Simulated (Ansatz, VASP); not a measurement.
## MoS2: VASP beside Ansatz

```xyz
6
Lattice="3.1492 0.0000 0.0000 -1.5746 2.7273 0.0000 0.0000 0.0000 12.0914" Properties=species:S:1:pos:R:3 pbc="T T T"
Mo    0.0000    1.8182    3.0229
Mo    1.5746    0.9091    9.0686
S     0.0000    1.8182    7.5028
S     1.5746    0.9091    1.4571
S     0.0000    1.8182   10.6343
S     1.5746    0.9091    4.5886
```

Alike in both runs: functional PBE; dispersion D3(BJ); k mesh 12 × 12 × 2; occupations gaussian, width 0.02 eV; no spin polarisation.

Ansatz relaxed the structure, and its values are those at the end. VASP's run is a single point on that final structure, the one shown.

|  | VASP | Ansatz |
| --- | --- | --- |
| version | VASP 6.6.1 | Ansatz 0.2.0 |
| potentials or method | VASP PAW PBE potentials, release 64 (Mo_sv, S), cutoff 520 eV | scalar-relativistic, plane waves, PAW |
| valence electrons in the cell | 52 | 52 |

```tsv
	VASP	Ansatz	Ansatz less VASP
gap on the k mesh at the Fermi level (eV)	0.80	0.79	-0.016
least direct gap on the mesh (eV)	1.71	1.70	-0.004
pressure (GPa)	-0.1	0.0	+0.13
rms of the force components (eV/Å)	0.005	0.001	-0.0039
```
